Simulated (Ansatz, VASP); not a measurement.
**One calculation of HgTe, two programs**

INCAR

```
PREC = Accurate
ENCUT = 520
EDIFF = 1E-6
ISMEAR = -1
SIGMA = 0.08
LREAL = False
LASPH = True
NELM = 60
ALGO = Normal
ISIF = 2
LWAVE = False
LCHARG = False
GGA = PE
NBANDS = 16
```

File KPOINTS:

```
regular mesh
0
Gamma
  10 10 10
```

File POSCAR:

```
HgTe
1.0
    0.0000000000      2.9507150000      2.9215000000
    2.9507150000      0.0000000000      2.9215000000
    2.9507150000      2.9507150000      0.0000000000
Hg Te
1 1
Direct
    0.0000000000      0.0000000000      0.0000000000
    0.5000000000      0.5000000000      0.5000000000
```

Input for Ansatz:

```yaml
crystal:
  lattice:
    - [0.0, 2.950715, 2.9215]
    - [2.950715, 0.0, 2.9215]
    - [2.950715, 2.950715, 0.0]
  atoms:
    - { symbol: Hg, position: [0.0, 0.0, 0.0] }
    - { symbol: Te, position: [0.5, 0.5, 0.5] }
kpoints:
  mp_grid: { grid: [10, 10, 10] }
  band_path:
    path:
      - [0.0, 0.0, 0.0]
      - [0.0, 0.5, 0.5]
      - [0.25, 0.75, 0.5]
      - [0.0, 0.5, 0.0]
      - [0.0, 0.0, 0.0]
      - [0.5, 0.5, 0.0]
      - [0.3775125, 0.6224875, 0.0]
      - [-0.3775125, 0.3775125, 0.0]
      - [0.0, 0.0, 0.0]
    npoints: 5
scf:
  occupations: { method: fermi_dirac, width: 0.08 }
hamiltonian:
  xc: pbe
  pseudopotentials: { kind: all_electron, lapw: { basis_error: 0.001 } }
output:
  forces: true
  stress: true
  eigenvalues: true
```

Change from the starting cell: equal xx and yy strain of +1 %.

Alike in both runs: task single point; functional PBE; k mesh 10 × 10 × 10; occupations fermi-dirac, width 0.08 eV; no spin polarisation.

|  | VASP | Ansatz |
| --- | --- | --- |
| version | VASP 6.6.1 | Ansatz 0.2.0 |
| potentials or method | VASP PAW PBE potentials, release 64 (Hg, Te), cutoff 520 eV | all-electron LAPW, scalar-relativistic |

Ansatz gave:

- pressure (GPa): 8.5
- traceless stress, the component that is largest in VASP (GPa): 0.87

Q: Which values does VASP return?

A: Pressure (GPa): 8.7; traceless stress, the component that is largest in VASP (GPa): 0.89.

Ansatz ran all-electron here, and VASP with PAW potentials.

Spin-orbit coupling is off throughout.
